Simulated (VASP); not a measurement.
# PbO (P4mm) in VASP: single point with LDA

Aim: the single point of PbO with LDA.

Program: VASP 6.6.1. These are calculated values, not measurements. Logs are shortened: lines on timing, memory, paths and dates and some standing lists are left out, and cuts for length are marked.

## 1. The cell of the first run

Symmetry: P4mm, No. 99, tetragonal system. Conventional cell: a = 3.974 Å, b = 3.974 Å, c = 5.022 Å, α = 90.00°, β = 90.00°, γ = 90.00°. Pb (site symmetry 4mm) has 4 O at 2.30 Å within 3.0 Å. Within 3.1 Å of Pb (site symmetry 4mm) lie 4 O at 2.32 Å. Within 3.0 Å of O (site symmetry 2mm) lie 4 Pb at 2.30 to 2.32 Å and 4 O at 2.81 Å.

## 2. Single point, LDA (all O atoms moved +0.025 Å, as atom 3 along Cartesian [0 0 1])

Contents of INCAR:

```
PREC = Accurate ; ENCUT = 910
EDIFF = 1E-6 ; ISMEAR = 0
SIGMA = 0.05 ; LREAL = False
LASPH = True ; NELM = 120
ALGO = Normal ; ISIF = 2
LWAVE = False ; LCHARG = False
GGA = CA ; NBANDS = 28
GGA_COMPAT = False
```

Contents of KPOINTS:

```
Automatic mesh
0
Gamma
  8 8 6
```

Contents of POSCAR:

```
PbO
1.0
    3.9744000000      0.0000000000      0.0000000000
    0.0000000000      3.9744000000      0.0000000000
    0.0000000000      0.0000000000      5.0220000000
Pb O
2 2
Direct
    0.0000000000      0.5000000000      0.2351000000
    0.5000000000      0.0000000000      0.7649000000
    0.0000000000      0.0000000000      0.0049780964
    0.5000000000      0.5000000000      0.0049780964
```

Potentials or basis: VASP PAW LDA potentials, release 64 (Pb_d, O_h).

Run with:

```
$ cat potpaw_LDA.64/Pb_d/POTCAR potpaw_LDA.64/O_h/POTCAR > POTCAR
$ mpirun -np 1 vasp_std > vasp.out
```

OUTCAR:

```text
PREC = Accurate
   ENCUT = 910
   EDIFF = 1E-6
   ISMEAR = 0
   LREAL = False
   LASPH = True
   NELM = 120
   ISIF = 2
   GGA = CA

 ion  position               nearest neighbor table
   1  0.000  0.500  0.235-   3 2.30   4 2.30   3 2.30   4 2.30   2 3.67   2 3.67   2 3.67   2 3.67
                             2 3.87   2 3.87   2 3.87   2 3.87
   2  0.500  0.000  0.765-   3 2.32   4 2.32   4 2.32   3 2.32   1 3.67   1 3.67   1 3.67   1 3.67
                             1 3.87   1 3.87   1 3.87   1 3.87
   3  0.000  0.000  0.005-   1 2.30   1 2.30   2 2.32   2 2.32
   4  0.500  0.500  0.005-   1 2.30   1 2.30   2 2.32   2 2.32

  LATTYP: Found a simple tetragonal cell.
 ALAT       =     3.9744000000
 C/A-ratio  =     1.2635869565

  Lattice vectors:

 A1 = (   3.9744000000,   0.0000000000,   0.0000000000)
 A2 = (   0.0000000000,   3.9744000000,   0.0000000000)
 A3 = (   0.0000000000,   0.0000000000,   5.0220000000)

Analysis of symmetry for initial positions (statically):
=====================================================================
 Subroutine PRICEL returns:
 Original cell was already a primitive cell.

 Routine SETGRP: Setting up the symmetry group for a
 simple tetragonal supercell.

 Subroutine GETGRP returns: Found  8 space group operations
 (whereof  4 operations were pure point group operations)
 out of a pool of 16 trial point group operations.

The static configuration has the point symmetry C_2v.
 The point group associated with its full space group is C_4v.

Analysis of symmetry for dynamics (positions and initial velocities):
=====================================================================
 Subroutine PRICEL returns:
 Original cell was already a primitive cell.

 Routine SETGRP: Setting up the symmetry group for a
 simple tetragonal supercell.

 Subroutine GETGRP returns: Found  8 space group operations
 (whereof  4 operations were pure point group operations)
 out of a pool of 16 trial point group operations.

The dynamic configuration has the point symmetry C_2v.
 The point group associated with its full space group is C_4v.

 Subroutine INISYM returns: Found  8 space group operations
 (whereof  4 operations are pure point group operations),
 and found     1 'primitive' translations

----------------------------------------------------------------------------------------

                                     Primitive cell

  volume of cell :      79.3268

  direct lattice vectors                    reciprocal lattice vectors
     3.974400000  0.000000000  0.000000000     0.251610306  0.000000000  0.000000000
     0.000000000  3.974400000  0.000000000     0.000000000  0.251610306  0.000000000
     0.000000000  0.000000000  5.022000000     0.000000000  0.000000000  0.199123855

  length of vectors
     3.974400000  3.974400000  5.022000000     0.251610306  0.251610306  0.199123855

  position of ions in fractional coordinates (direct lattice)
     0.000000000  0.500000000  0.235100000
     0.500000000  0.000000000  0.764900000
     0.000000000  0.000000000  0.004978096
     0.500000000  0.500000000  0.004978096

  ion indices of the primitive-cell ions
   primitive index   ion index
                 1           1
                 2           2
                 3           3
                 4           4

----------------------------------------------------------------------------------------

 KPOINTS: Automatic mesh

Automatic generation of k-mesh.
 Grid dimensions read from file:
 generate k-points for:    8    8    6

 Generating k-lattice:

  Cartesian coordinates                     Fractional coordinates (reciprocal lattice)
     0.031451288  0.000000000  0.000000000     0.125000000  0.000000000  0.000000000
     0.000000000  0.031451288  0.000000000     0.000000000  0.125000000  0.000000000
     0.000000000  0.000000000  0.033187309     0.000000000  0.000000000  0.166666667

  Length of vectors
     0.031451288  0.031451288  0.033187309

  Shift w.r.t. Gamma in fractional coordinates (k-lattice)
     0.000000000  0.000000000  0.000000000

 Subroutine IBZKPT returns following result:
 ===========================================

 Found     60 irreducible k-points:

 Following reciprocal coordinates:
            Coordinates               Weight
  0.000000  0.000000  0.000000      1.000000
  0.125000  0.000000  0.000000      4.000000
  0.250000  0.000000  0.000000      4.000000
  0.375000  0.000000  0.000000      4.000000
  0.500000  0.000000  0.000000      2.000000
  0.125000  0.125000  0.000000      4.000000
[... 16 lines left out ...]
  0.375000  0.125000  0.166667     16.000000
  0.500000  0.125000  0.166667      8.000000
 [... further k-points ...]
   k-points           NKPTS =     60   k-points in BZ     NKDIM =     60   number of bands    NBANDS=     28
   number of dos      NEDOS =    301   number of ions     NIONS =      4
   total plane-waves  NPLWV =  80000
   dimension x,y,z NGX =    40 NGY =   40 NGZ =   50
   dimension x,y,z NGXF=    80 NGYF=   80 NGZF=  100
   ions per type =               2   2
   NGX,Y,Z   is equivalent  to a cutoff of  16.73, 16.73, 16.55 a.u.
   NGXF,Y,Z  is equivalent  to a cutoff of  33.46, 33.46, 33.10 a.u.
 SYSTEM =  unknown system
   PREC   = accura    normal or accurate (medium, high low for compatibility)
   ISTART =      0    job   : 0-new  1-cont  2-samecut
   ICHARG =      2    charge: 1-file 2-atom 10-const
   ISPIN  =      1    spin polarized calculation?
   LNONCOLLINEAR =      F non collinear calculations
   LSORBIT =      F    spin-orbit coupling
   LASPH  =      T    aspherical Exc in radial PAW
   ENCUT  =  910.0 eV  66.88 Ry    8.18 a.u.   9.78  9.78 12.35*2*pi/ulx,y,z
   NELM   =    120;   NELMIN=  2; NELMDL= -5     # of ELM steps
   EDIFF  = 0.1E-05   stopping-criterion for ELM
   LREAL  =      F    real-space projection
   EDIFFG = 0.1E-04   stopping-criterion for IOM
   NSW    =      0    number of steps for IOM
   IBRION =     -1    ionic relax: 0-MD 1-quasi-New 2-CG
   NFREE  =      0    steps in history (QN), initial steepest desc. (CG)
   ISIF   =      2    stress and relaxation
   ISYM   =      2    0-nonsym 1-usesym 2-fastsym
   POTIM  = 0.5000    time-step for ionic-motion
   TEBEG  =    0.0;   TEEND  =   0.0 temperature during run
   PSTRESS=    0.0 pullay stress
   NELECT =      40.0000    total number of electrons
   NUPDOWN=      -1.0000    fix difference up-down
   EMIN   =  10.00;   EMAX   =-10.00  energy-range for DOS
   EFERMI =   0.00;   METHOD = LEGACY
   ISMEAR =     0;   SIGMA  =   0.05  broadening in eV -4-tet -1-fermi 0-gaus
   EFERMI_NEDOS =   21; number of points for ismear=-14 and -15
   IALGO  =     38    algorithm
   IMIX   =      4    mixing-type and parameters
     AMIX     =   0.40;   BMIX     =  1.00
     AMIX_MAG =   1.60;   BMIX_MAG =  1.00
  volume/ion in A,a.u.               =      19.83       133.83
  Fermi-wavevector in a.u.,A,eV,Ry     =   1.303031  2.462372 23.101207  1.697891
  Thomas-Fermi vector in A             =   2.434060
   LORBIT       =      0    0 simple, 1 ext, 2 COOP (PROOUT), +10 PAW based schemes
   GGA     = CA    functional components
   LHFCALC =     F    Hartree Fock is set to
   AEXX    =    0.0000 exact exchange contribution
   IVDW    =     0    specifies the selected vdW correction
   LEPSILON=     F    determine dielectric tensor
   LRPA    =     F    only Hartree local field effects (RPA)
 non-spin polarized calculation
 Gauss-broadening in eV      SIGMA  =   0.05
  energy-cutoff  :      910.00
  volume of cell :       79.33
 maximum number of plane-waves:      4996
 NGX is ok and might be reduce to    40
   NGX = 19   NGY = 19   NGZ = 25

 number of electron      40.0000004 magnetization

 Free energy of the ion-electron system (eV)
  ---------------------------------------------------
  ext. energy  EPLUGINS =         0.00000000
  ---------------------------------------------------
  free energy    TOTEN  =       -24.40227041 eV

  energy without entropy =      -24.40227041  energy(sigma->0) =      -24.40227041

 E-fermi :   5.3200     XC(G=0): -10.3023

 val. band max:        5.0492641516   @ k =   0.1250   0.0000   0.0000
 cond. band min:       6.2307162248   @ k =   0.5000   0.5000   0.0000
 fundamental gap:      1.1814520732
 Fermi energy:         5.3199797883

 k-point     1 :       0.0000    0.0000    0.0000
  band No.  band energies     occupation
      1     -13.1717      2.00000
      2     -12.6512      2.00000
      3     -10.9163      2.00000
      4     -10.9163      2.00000
      5     -10.8480      2.00000
      6     -10.8322      2.00000
[... 20 lines left out ...]
     27      12.5184      0.00000
     28      13.0603      0.00000

 k-point     2 :       0.1250    0.0000    0.0000
  band No.  band energies     occupation
      1     -13.1371      2.00000
      2     -12.6606      2.00000
      3     -10.9088      2.00000
      4     -10.9065      2.00000
      5     -10.8366      2.00000
      6     -10.8221      2.00000
[... 20 lines left out ...]
     27      12.7471      0.00000
     28      14.0759      0.00000

 k-point     3 :       0.2500    0.0000    0.0000
  band No.  band energies     occupation
      1     -13.0481      2.00000
      2     -12.6922      2.00000
      3     -10.8883      2.00000
      4     -10.8790      2.00000
      5     -10.8055      2.00000
      6     -10.7944      2.00000
[... 20 lines left out ...]
     27      13.0191      0.00000
     28      15.8724      0.00000

 k-point     4 :       0.3750    0.0000    0.0000
  band No.  band energies     occupation
      1     -12.9380      2.00000
      2     -12.7500      2.00000
      3     -10.8600      2.00000
      4     -10.8440      2.00000
      5     -10.7954      2.00000
      6     -10.7891      2.00000
[... 578 lines left out ...]
     27      13.9360      0.00000
     28      15.3166      0.00000

 k-point    23 :       0.3750    0.1250    0.1667
  band No.  band energies     occupation
      1     -12.9243      2.00000
      2     -12.7524      2.00000
      3     -10.8650      2.00000
      4     -10.8301      2.00000
      5     -10.7992      2.00000
      6     -10.7776      2.00000
[... 20 lines left out ...]
     27      14.1629      0.00000
     28      14.6734      0.00000

 k-point    24 :       0.5000    0.1250    0.1667
  band No.  band energies     occupation
      1     -12.8387      2.00000
      2     -12.8221      2.00000
      3     -10.8495      2.00000
      4     -10.8284      2.00000
      5     -10.7985      2.00000
      6     -10.7832      2.00000
[... 20 lines left out ...]
     27      14.3661      0.00000
     28      14.3749      0.00000

 [... further k-points ...]

------------------------ aborting loop because EDIFF is reached ----------------------------------------

  FORCE on cell =-STRESS in cart. coord.  units (eV):
  Direction    XX          YY          ZZ          XY          YZ          ZX
  --------------------------------------------------------------------------------------
  -------------------------------------------------------------------------------------
  Total       -0.9311123     -0.9311123     -0.6994302      0.0000000      0.0000000      0.0000000
  in kB      -18.8058423    -18.8058423    -14.1265170      0.0000000      0.0000000      0.0000000
  external PRESSURE =     -17.2460672 kB  Pullay stress =       0.0000000 kB

 VOLUME and BASIS-vectors are now :
 -----------------------------------------------------------------------------
  energy-cutoff  :      910.00
  volume of cell :       79.33
      direct lattice vectors                 reciprocal lattice vectors
     3.974400000  0.000000000  0.000000000     0.251610306  0.000000000  0.000000000
     0.000000000  3.974400000  0.000000000     0.000000000  0.251610306  0.000000000
     0.000000000  0.000000000  5.022000000     0.000000000  0.000000000  0.199123855

 POSITION                                       TOTAL-FORCE (eV/Angst)
 -----------------------------------------------------------------------------------
      0.00000      1.98720      1.18067         0.000000      0.000000      0.112384
      1.98720      0.00000      3.84133         0.000000      0.000000      0.306993
      0.00000      0.00000      0.02500         0.000000      0.000000     -0.209688
      1.98720      1.98720      0.02500         0.000000      0.000000     -0.209688
 -----------------------------------------------------------------------------------
    total drift:                               -0.000000      0.000000     -0.000383

  FREE ENERGIE OF THE ION-ELECTRON SYSTEM (eV)
  ---------------------------------------------------
  free  energy   TOTEN  =       -24.4022704085 eV

  energy  without entropy=      -24.4022704085  energy(sigma->0) =      -24.40227041
```

Wall time 3.1 min (1 thread of Intel Xeon Platinum 8259CL at 2.50GHz (Skylake/Cascade Lake), shared host); peak memory 0.39 GiB.

Results:

* Free energy: -24.4023 eV
* Pressure: -1.7 GPa
* Largest force: 0.307 eV/Å
* Band gap on the k mesh: 1.18 eV (least direct gap 2.22 eV)

Forces on the atoms (eV/Å):
```
Pb   0.000  0.000  0.112
Pb   0.000  0.000  0.307
O    0.000  0.000 -0.210
O    0.000  0.000 -0.210
```

Levels at points of the mesh, in eV from the valence-band top:
```csv
k point,band 16,band 17,band 18,band 19,band 20,band 21,band 22,band 23,band 24,band 25
"(0.00, 0.00, 0.00)",-4.38,-1.74,-1.73,-1.73,-0.02,2.30,5.28,5.62,5.62,6.51
"(0.50, 0.00, 0.00)",-3.27,-3.13,-3.05,-1.71,-1.63,3.29,3.36,6.39,6.49,6.56
"(0.50, 0.50, 0.00)",-3.52,-1.72,-1.58,-1.10,-1.07,1.18,1.18,5.13,5.26,7.78
"(0.00, 0.00, 0.50)",-4.22,-1.78,-1.75,-1.75,-0.95,1.79,3.96,3.96,4.21,8.64
"(0.50, 0.00, 0.50)",-3.75,-3.10,-3.02,-1.06,-0.93,2.98,3.06,6.18,6.39,7.20
"(0.50, 0.50, 0.50)",-3.97,-2.32,-2.16,-1.10,-1.07,3.43,3.43,4.66,4.66,5.64
```

Caveat: the cell differs from its parent crystal (all O atoms moved +0.025 Å, as atom 3 along Cartesian [0 0 1]); the cutoff is under 1.25 times the usual one of these potentials, so pressure, stress and relaxed cells hold a basis-set (Pulay) error; spin-orbit coupling is left out, which moves the levels of the heavy elements.
